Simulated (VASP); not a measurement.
# MgO (Ama2) in VASP: a series of runs

Runs on MgO. Level: PBE. Tasks: single point.

Everything below comes from runs of VASP 6.6.1. Logs are shortened: lines on timing, memory, paths and dates and some standing lists are left out, and cuts for length are marked.

### Step 1. The cell of the first run

Symmetry: Ama2, No. 40, orthorhombic system. Conventional cell: a = 4.041 Å, b = 6.242 Å, c = 3.604 Å, α = 90.00°, β = 90.00°, γ = 90.00°. Within 2.7 Å of Mg (site symmetry m) lie 5 O at 2.02 to 2.10 Å. Within 2.7 Å of O (site symmetry m) lie 5 Mg at 2.02 to 2.10 Å.

### Step 2. Single point, PBE (mode 8 frozen in at -0.015 Å, strain +e along z and -e/2 along x and y -0.0467)

File INCAR:

```
SYSTEM = MgO
PREC = Accurate ; ENCUT = 520
EDIFF = 1E-6 ; ISMEAR = 0
SIGMA = 0.05 ; LREAL = .FALSE.
LASPH = .TRUE. ; NELM = 60
ALGO = Normal ; ISIF = 2
LWAVE = .FALSE. ; LCHARG = .FALSE.
GGA = PE ; NBANDS = 16
```

File KPOINTS:

```
Automatic mesh
0
G
  9 9 6
  0 0 0
```

File POSCAR:

```
MgO
1.0
    3.6035392320      0.0000000000      0.0000000000
   -1.8017696160      3.1207565184      0.0000000000
    0.0000000000      0.0000000000      4.0414032678
Mg O
2 2
Direct
    0.6694707015      0.3333333333      0.7500000000
    0.3361373682      0.6666666667      0.2500000000
    0.6624068962      0.3333333333      0.2500000000
    0.3290735629      0.6666666667      0.7500000000
```

Potentials or basis: VASP PAW PBE potentials, release 64 (Mg, O).

On the command line:

```console
cat potpaw_PBE.64/Mg/POTCAR potpaw_PBE.64/O/POTCAR > POTCAR
mpirun -np 1 vasp_std > vasp.out
```

OUTCAR:

```text
SYSTEM = MgO
   PREC = Accurate
   ENCUT = 520
   EDIFF = 1E-6
   ISMEAR = 0
   LREAL = .FALSE.
   LASPH = .TRUE.
   NELM = 60
   ISIF = 2
   GGA = PE

 ion  position               nearest neighbor table
   1  0.669  0.333  0.750-   3 2.02   3 2.02   4 2.06   4 2.08   4 2.10   2 2.90   2 2.90   2 2.90
                             2 2.90   2 2.90   2 2.90
   2  0.336  0.667  0.250-   4 2.02   4 2.02   3 2.06   3 2.08   3 2.10   1 2.90   1 2.90   1 2.90
                             1 2.90   1 2.90   1 2.90
   3  0.662  0.333  0.250-   1 2.02   1 2.02   2 2.06   2 2.08   2 2.10
   4  0.329  0.667  0.750-   2 2.02   2 2.02   1 2.06   1 2.08   1 2.10

  LATTYP: Found a hexagonal cell.
 ALAT       =     3.6035392320
 C/A-ratio  =     1.1215094405

  Lattice vectors:

 A1 = (   3.6035392320,   0.0000000000,   0.0000000000)
 A2 = (  -1.8017696160,   3.1207565184,   0.0000000000)
 A3 = (   0.0000000000,   0.0000000000,   4.0414032678)

Analysis of symmetry for initial positions (statically):
=====================================================================
 Subroutine PRICEL returns:
 Original cell was already a primitive cell.

 Routine SETGRP: Setting up the symmetry group for a
 hexagonal supercell.

 Subroutine GETGRP returns: Found  4 space group operations
 (whereof  2 operations were pure point group operations)
 out of a pool of 24 trial point group operations.

The static configuration has the point symmetry C_2 .
 The point group associated with its full space group is C_2v.

Analysis of symmetry for dynamics (positions and initial velocities):
=====================================================================
 Subroutine PRICEL returns:
 Original cell was already a primitive cell.

 Routine SETGRP: Setting up the symmetry group for a
 hexagonal supercell.

 Subroutine GETGRP returns: Found  4 space group operations
 (whereof  2 operations were pure point group operations)
 out of a pool of 24 trial point group operations.

The dynamic configuration has the point symmetry C_2 .
 The point group associated with its full space group is C_2v.

 Subroutine INISYM returns: Found  4 space group operations
 (whereof  2 operations are pure point group operations),
 and found     1 'primitive' translations

----------------------------------------------------------------------------------------

                                     Primitive cell

  volume of cell :      45.4487

  direct lattice vectors                    reciprocal lattice vectors
     3.603539232  0.000000000  0.000000000     0.277504957  0.160217562  0.000000000
    -1.801769616  3.120756518  0.000000000     0.000000000  0.320435123  0.000000000
     0.000000000  0.000000000  4.041403268     0.000000000  0.000000000  0.247438806

  length of vectors
     3.603539232  3.603539232  4.041403268     0.320435123  0.320435123  0.247438806

  position of ions in fractional coordinates (direct lattice)
     0.669470702  0.333333333  0.750000000
     0.336137368  0.666666667  0.250000000
     0.662406896  0.333333333  0.250000000
     0.329073563  0.666666667  0.750000000

  ion indices of the primitive-cell ions
   primitive index   ion index
                 1           1
                 2           2
                 3           3
                 4           4

----------------------------------------------------------------------------------------

 KPOINTS: Automatic mesh

Automatic generation of k-mesh.
 Grid dimensions read from file:
 generate k-points for:    9    9    6

 Generating k-lattice:

  Cartesian coordinates                     Fractional coordinates (reciprocal lattice)
     0.030833884  0.017801951  0.000000000     0.111111111 -0.000000000  0.000000000
     0.000000000  0.035603903  0.000000000     0.000000000  0.111111111  0.000000000
     0.000000000  0.000000000  0.041239801     0.000000000  0.000000000  0.166666667

  Length of vectors
     0.035603903  0.035603903  0.041239801

  Shift w.r.t. Gamma in fractional coordinates (k-lattice)
     0.000000000  0.000000000  0.000000000

 Subroutine IBZKPT returns following result:
 ===========================================

 Found    100 irreducible k-points:

 Following reciprocal coordinates:
            Coordinates               Weight
  0.000000  0.000000  0.000000      1.000000
  0.111111  0.000000  0.000000      4.000000
  0.000000  0.111111  0.000000      2.000000
  0.222222  0.000000  0.000000      4.000000
  0.000000  0.222222  0.000000      2.000000
  0.333333  0.000000  0.000000      4.000000
[... 16 lines left out ...]
 -0.222222 -0.444444  0.000000      4.000000
  0.444444  0.333333  0.000000      4.000000
 [... further k-points ...]
   k-points           NKPTS =    100   k-points in BZ     NKDIM =    100   number of bands    NBANDS=     16
   number of dos      NEDOS =    301   number of ions     NIONS =      4
   total plane-waves  NPLWV =  23520
   dimension x,y,z NGX =    28 NGY =   28 NGZ =   30
   dimension x,y,z NGXF=    56 NGYF=   56 NGZF=   60
   ions per type =               2   2
   NGX,Y,Z   is equivalent  to a cutoff of  12.92, 12.92, 12.34 a.u.
   NGXF,Y,Z  is equivalent  to a cutoff of  25.84, 25.84, 24.68 a.u.
 SYSTEM =  MgO
   PREC   = accura    normal or accurate (medium, high low for compatibility)
   ISTART =      0    job   : 0-new  1-cont  2-samecut
   ICHARG =      2    charge: 1-file 2-atom 10-const
   ISPIN  =      1    spin polarized calculation?
   LNONCOLLINEAR =      F non collinear calculations
   LSORBIT =      F    spin-orbit coupling
   LASPH  =      T    aspherical Exc in radial PAW
   ENCUT  =  520.0 eV  38.22 Ry    6.18 a.u.   6.70  6.70  7.51*2*pi/ulx,y,z
   NELM   =     60;   NELMIN=  2; NELMDL= -5     # of ELM steps
   EDIFF  = 0.1E-05   stopping-criterion for ELM
   LREAL  =      F    real-space projection
   EDIFFG = 0.1E-04   stopping-criterion for IOM
   NSW    =      0    number of steps for IOM
   IBRION =     -1    ionic relax: 0-MD 1-quasi-New 2-CG
   NFREE  =      0    steps in history (QN), initial steepest desc. (CG)
   ISIF   =      2    stress and relaxation
   ISYM   =      2    0-nonsym 1-usesym 2-fastsym
   POTIM  = 0.5000    time-step for ionic-motion
   TEBEG  =    0.0;   TEEND  =   0.0 temperature during run
   PSTRESS=    0.0 pullay stress
   NELECT =      16.0000    total number of electrons
   NUPDOWN=      -1.0000    fix difference up-down
   EMIN   =  10.00;   EMAX   =-10.00  energy-range for DOS
   EFERMI =   0.00;   METHOD = LEGACY
   ISMEAR =     0;   SIGMA  =   0.05  broadening in eV -4-tet -1-fermi 0-gaus
   EFERMI_NEDOS =   21; number of points for ismear=-14 and -15
   IALGO  =     38    algorithm
   IMIX   =      4    mixing-type and parameters
     AMIX     =   0.40;   BMIX     =  1.00
     AMIX_MAG =   1.60;   BMIX_MAG =  1.00
  volume/ion in A,a.u.               =      11.36        76.68
  Fermi-wavevector in a.u.,A,eV,Ry     =   1.155955  2.184439 18.180550  1.336233
  Thomas-Fermi vector in A             =   2.292580
   LORBIT       =      0    0 simple, 1 ext, 2 COOP (PROOUT), +10 PAW based schemes
   GGA     = PE    functional components
   LHFCALC =     F    Hartree Fock is set to
   AEXX    =    0.0000 exact exchange contribution
   IVDW    =     0    specifies the selected vdW correction
   LEPSILON=     F    determine dielectric tensor
   LRPA    =     F    only Hartree local field effects (RPA)
 non-spin polarized calculation
 Gauss-broadening in eV      SIGMA  =   0.05
  energy-cutoff  :      520.00
  volume of cell :       45.45
 maximum number of plane-waves:      1241
   NGX = 13   NGY = 13   NGZ = 15

 number of electron      15.9999994 magnetization

 Free energy of the ion-electron system (eV)
  ---------------------------------------------------
  ext. energy  EPLUGINS =         0.00000000
  ---------------------------------------------------
  free energy    TOTEN  =       -23.59191708 eV

  energy without entropy =      -23.59191708  energy(sigma->0) =      -23.59191708

 E-fermi :   1.9387     XC(G=0):  -9.9038

 val. band max:        1.6588514046   @ k =   0.0000   0.0000   0.0000
 cond. band min:       5.0262101145   @ k =   0.0000   0.0000   0.0000
 fundamental gap:      3.3673587099
 Fermi energy:         1.9387148781

 k-point     1 :       0.0000    0.0000    0.0000
  band No.  band energies     occupation
      1     -15.0500      2.00000
      2     -13.6408      2.00000
      3      -1.6206      2.00000
      4      -0.0120      2.00000
      5      -0.0116      2.00000
      6       1.0779      2.00000
[... 8 lines left out ...]
     15      16.9577      0.00000
     16      17.0797      0.00000

 k-point     2 :       0.1111    0.0000    0.0000
  band No.  band energies     occupation
      1     -14.9954      2.00000
      2     -13.6588      2.00000
      3      -1.5356      2.00000
      4      -0.1743      2.00000
      5      -0.1077      2.00000
      6       0.7959      2.00000
[... 8 lines left out ...]
     15      16.5670      0.00000
     16      16.7074      0.00000

 k-point     3 :       0.0000    0.1111    0.0000
  band No.  band energies     occupation
      1     -14.9954      2.00000
      2     -13.6588      2.00000
      3      -1.5356      2.00000
      4      -0.1765      2.00000
      5      -0.1054      2.00000
      6       0.7959      2.00000
[... 8 lines left out ...]
     15      16.5653      0.00000
     16      16.7103      0.00000

 k-point     4 :       0.2222    0.0000    0.0000
  band No.  band energies     occupation
      1     -14.8442      2.00000
      2     -13.7171      2.00000
      3      -1.2922      2.00000
      4      -0.6635      2.00000
      5      -0.3111      2.00000
      6       0.4029      2.00000
[... 8 lines left out ...]
     15      15.7332      0.00000
     16      16.4916      0.00000

 k-point     5 :       0.0000    0.2222    0.0000
  band No.  band energies     occupation
      1     -14.8441      2.00000
      2     -13.7171      2.00000
      3      -1.2922      2.00000
      4      -0.6647      2.00000
      5      -0.3097      2.00000
      6       0.4028      2.00000
[... 8 lines left out ...]
     15      15.7366      0.00000
     16      16.4908      0.00000

 k-point     6 :       0.3333    0.0000    0.0000
  band No.  band energies     occupation
      1     -14.6349      2.00000
      2     -13.8194      2.00000
      3      -1.2287      2.00000
      4      -0.9320      2.00000
      5      -0.5012      2.00000
      6       0.1796      2.00000
[... 8 lines left out ...]
     15      15.2102      0.00000
     16      16.6462      0.00000
[... 267 lines left out ...]
 k-point    21 :      -0.4444    0.2222    0.0000
  band No.  band energies     occupation
      1     -14.5214      2.00000
      2     -13.8850      2.00000
      3      -1.4355      2.00000
      4      -0.7264      2.00000
      5      -0.5722      2.00000
      6       0.1677      2.00000
[... 8 lines left out ...]
     15      16.1831      0.00000
     16      16.3331      0.00000

 k-point    22 :       0.3333    0.2222    0.0000
  band No.  band energies     occupation
      1     -14.3346      2.00000
      2     -14.0170      2.00000
      3      -1.7030      2.00000
      4      -0.4969      2.00000
      5      -0.3599      2.00000
      6      -0.0286      2.00000
[... 8 lines left out ...]
     15      16.1707      0.00000
     16      16.4513      0.00000

 k-point    23 :      -0.2222   -0.4444    0.0000
  band No.  band energies     occupation
      1     -14.3346      2.00000
      2     -14.0169      2.00000
      3      -1.7032      2.00000
      4      -0.4966      2.00000
      5      -0.3598      2.00000
      6      -0.0286      2.00000
[... 8 lines left out ...]
     15      16.1698      0.00000
     16      16.4503      0.00000

 k-point    24 :       0.4444    0.3333    0.0000
  band No.  band energies     occupation
      1     -14.3346      2.00000
      2     -14.0170      2.00000
      3      -1.7029      2.00000
      4      -0.4971      2.00000
      5      -0.3599      2.00000
      6      -0.0286      2.00000
[... 8 lines left out ...]
     15      16.1700      0.00000
     16      16.4511      0.00000

 [... further k-points ...]
[... 5 lines left out ...]
  --------------------------------------------------------------------------------------
  -------------------------------------------------------------------------------------
  Total       -0.8080153     -0.8235629      2.7610607      0.0000000      0.0000000      0.0000000
  in kB      -28.4845164    -29.0326081     97.3341442      0.0000000      0.0000000      0.0000000
  external PRESSURE =      13.2723399 kB  Pullay stress =       0.0000000 kB

 VOLUME and BASIS-vectors are now :
 -----------------------------------------------------------------------------
  energy-cutoff  :      520.00
  volume of cell :       45.45
      direct lattice vectors                 reciprocal lattice vectors
     3.603539232  0.000000000  0.000000000     0.277504957  0.160217562  0.000000000
    -1.801769616  3.120756518  0.000000000     0.000000000  0.320435123  0.000000000
     0.000000000  0.000000000  4.041403268     0.000000000  0.000000000  0.247438806

 POSITION                                       TOTAL-FORCE (eV/Angst)
 -----------------------------------------------------------------------------------
      1.81187      1.04025      3.03105        -0.152135     -0.006513      0.000000
      0.01010      2.08050      1.01035        -0.152135      0.006513      0.000000
      1.78642      1.04025      1.01035         0.152135     -0.006901      0.000000
     -0.01535      2.08050      3.03105         0.152135      0.006901      0.000000
 -----------------------------------------------------------------------------------
    total drift:                                0.000377      0.000001      0.000000

  FREE ENERGIE OF THE ION-ELECTRON SYSTEM (eV)
  ---------------------------------------------------
  free  energy   TOTEN  =       -23.5919170832 eV

  energy  without entropy=      -23.5919170832  energy(sigma->0) =      -23.59191708
```

It took 83 s on 1 thread of Intel Xeon 8259CL, shared host; peak memory 0.2 GiB.

What came out:

- Free energy: -23.5919 eV
- Pressure: 1.3 GPa
- Largest force: 0.152 eV/Å
- Band gap on the k mesh: 3.37 eV, direct

Forces in eV/Å, atoms in the order of the input:
```
Mg  -0.152 -0.007  0.000
Mg  -0.152  0.007  0.000
O    0.152 -0.007  0.000
O    0.152  0.007  0.000
```

Caveat: the cell differs from its parent crystal (mode 8 frozen in at -0.015 Å, strain +e along z and -e/2 along x and y -0.0467).

### Step 3. Single point, PBE (mode 8 frozen in at -0.045 Å, strain +e along z and -e/2 along x and y +0.0467)

File INCAR:

```
PREC = Accurate
ENCUT = 520
EDIFF = 1E-6
ISMEAR = 0
SIGMA = 0.05
LREAL = F
LASPH = T
NELM = 60
ALGO = Normal
ISIF = 2
LWAVE = F
LCHARG = F
GGA = PE
NBANDS = 16
```

File KPOINTS:

```
Automatic mesh
0
Gamma
  9 9 6
```

File POSCAR:

```
MgO
1.0
    3.4390937518      0.0000000000      0.0000000000
   -1.7195468759      2.9783425551      0.0000000000
    0.0000000000      0.0000000000      4.4373615866
Mg O
2 2
Direct
    0.6750787713      0.3333333333      0.7500000000
    0.3417454380      0.6666666667      0.2500000000
    0.6538873553      0.3333333333      0.2500000000
    0.3205540219      0.6666666667      0.7500000000
```

Potentials or basis: VASP PAW PBE potentials, release 64 (Mg, O).

On the command line:

```console
cat potpaw_PBE.64/Mg/POTCAR potpaw_PBE.64/O/POTCAR > POTCAR
mpirun -np 1 vasp_std > vasp.out
```

Run time: 81 s. Hardware: 1 thread of Intel Xeon 8259CL, shared host; peak memory 0.22 GiB.

The run converged. Its results:

| Property | Result |
| --- | --- |
| Free energy | -23.5521 eV |
| Pressure | 1.1 GPa |
| Largest force | 0.787 eV/Å |
| Band gap on the k mesh | 3.17 eV, direct |

Forces on the atoms (eV/Å):
```
Mg  -0.781 -0.097  0.000
Mg  -0.781  0.097  0.000
O    0.781 -0.098  0.000
O    0.781  0.098  0.000
```

Stress tensor (GPa, compression positive):
```
 4.89  0.00  0.00
 0.00  4.26  0.00
 0.00  0.00 -5.98
```

Levels at points of the mesh, in eV from the valence-band top:
```tsv
k point	band 5	band 6	band 7	band 8	band 9	band 10	band 11	band 12
(0.00, 0.00, 0.00)	-1.65	-0.93	-0.93	0.00	3.17	8.93	11.27	12.76
(0.00, 0.00, 0.50)	-1.37	-1.37	-1.24	-1.24	6.13	6.13	13.08	13.08
```

Caveat: the cell differs from its parent crystal (mode 8 frozen in at -0.045 Å, strain +e along z and -e/2 along x and y +0.0467).

### Step 4. Single point, PBE (mode 8 frozen in at -0.015 Å, strain +e along z and -e/2 along x and y +0.0467)

File INCAR:

```
PREC     = Accurate       # precision mode
ENCUT    = 520            # plane-wave cutoff, eV
EDIFF    = 1E-6           # SCF threshold, eV
ISMEAR   = 0              # smearing method
SIGMA    = 0.05           # smearing width, eV
LREAL    = F              # projectors in reciprocal space
LASPH    = T              # aspherical terms in the spheres
NELM     = 80             # most SCF steps
ALGO     = Normal         # electronic algorithm
ISIF     = 2              # what is computed and relaxed
LWAVE    = F              # write WAVECAR
LCHARG   = T              # write CHGCAR
GGA      = PE             # functional
LELF     = T              # ELF
LVHAR    = T            
NBANDS   = 16             # bands
```

KPOINTS is that of step 3.

File POSCAR:

```
MgO
1.0
    3.4390937518      0.0000000000      0.0000000000
   -1.7195468759      2.9783425551      0.0000000000
    0.0000000000      0.0000000000      4.4373615866
Mg O
2 2
Direct
    0.6694707015      0.3333333333      0.7500000000
    0.3361373682      0.6666666667      0.2500000000
    0.6624068962      0.3333333333      0.2500000000
    0.3290735629      0.6666666667      0.7500000000
```

On the command line:

```console
cat potpaw_PBE.64/Mg/POTCAR potpaw_PBE.64/O/POTCAR > POTCAR
mpirun -np 1 vasp_std > vasp.out
```

Run time: 73 s. Hardware: 1 thread of Intel Xeon 8259CL, shared host; peak memory 0.22 GiB.

It converged, with:

| Quantity | Value |
| --- | --- |
| Free energy | -23.6024 eV |
| Pressure | 0.6 GPa |
| Largest force | 0.258 eV/Å |
| Band gap on the k mesh | 3.18 eV, direct |

Forces on the atoms (eV/Å):
```
Mg  -0.258 -0.011  0.000
Mg  -0.258  0.011  0.000
O    0.258 -0.011  0.000
O    0.258  0.011  0.000
```

Stress tensor (GPa, compression positive):
```
 3.87  0.00  0.00
 0.00  3.80  0.00
 0.00  0.00 -5.97
```

Levels at points of the mesh, in eV from the valence-band top:
```csv
k point,band 6,band 7,band 8,band 9,band 10,band 11
"(0.00, 0.00, 0.00)",-0.93,-0.93,0.00,3.18,8.94,11.27
"(0.00, 0.00, 0.50)",-1.33,-1.29,-1.29,6.14,6.14,13.11
```

Caveat: the cell differs from its parent crystal (mode 8 frozen in at -0.015 Å, strain +e along z and -e/2 along x and y +0.0467).

[end of part 1 of 2]
